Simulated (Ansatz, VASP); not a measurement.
# One calculation of Si, two programs

The input INCAR:

```
PREC = Accurate ; ENCUT = 500
EDIFF = 1E-6 ; ISMEAR = 0
SIGMA = 0.02 ; LREAL = F
LASPH = T ; NELM = 120
ALGO = Normal ; ISIF = 2
LWAVE = F ; LCHARG = F
GGA = PE ; NBANDS = 11
GGA_COMPAT = F
```

File KPOINTS:

```
Automatic mesh
0
Gamma
  8 8 8
```

POSCAR

```
Si
1.0
    0.0000000000      2.7154705000      2.7154705000
    2.7154705000      0.0000000000      2.7154705000
    2.7154705000      2.7154705000      0.0000000000
Si
2
Direct
    0.0000000000      0.0000000000      0.0000000000
    0.2500000000      0.2500000000      0.2500000000
```

Input for Ansatz:

```yaml
crystal:
  lattice:
    - [0.0, 2.7154705, 2.7154705]
    - [2.7154705, 0.0, 2.7154705]
    - [2.7154705, 2.7154705, 0.0]
  atoms:
    - { symbol: Si, position: [0.0, 0.0, 0.0] }
    - { symbol: Si, position: [0.25, 0.25, 0.25] }
basis:
  ecutwfc: 650
kpoints:
  mp_grid: { grid: [8, 8, 8] }
hamiltonian:
  xc: pbe
  pseudopotentials: { kind: paw }
scf:
  occupations: { method: gaussian, width: 0.02 }
output:
  forces: true
  stress: true
  eigenvalues: true
```

Alike in both runs: task single point; functional PBE; k mesh 8 × 8 × 8; occupations gaussian, width 0.02 eV; no spin polarisation.

|  | VASP | Ansatz |
| --- | --- | --- |
| version | VASP 6.6.1 | Ansatz 0.2.0 |
| potentials or method | VASP PAW PBE potentials, release 64 (Si), cutoff 500 eV | scalar-relativistic, plane waves, PAW |
| valence electrons in the cell | 8 | 8 |

```tsv
	VASP	Ansatz	Ansatz less VASP
gap on the k mesh at the Fermi level (eV)	0.62	0.61	-0.002
least direct gap on the mesh (eV)	2.57	2.56	-0.005
pressure (GPa)	1.9	2.0	+0.08
```
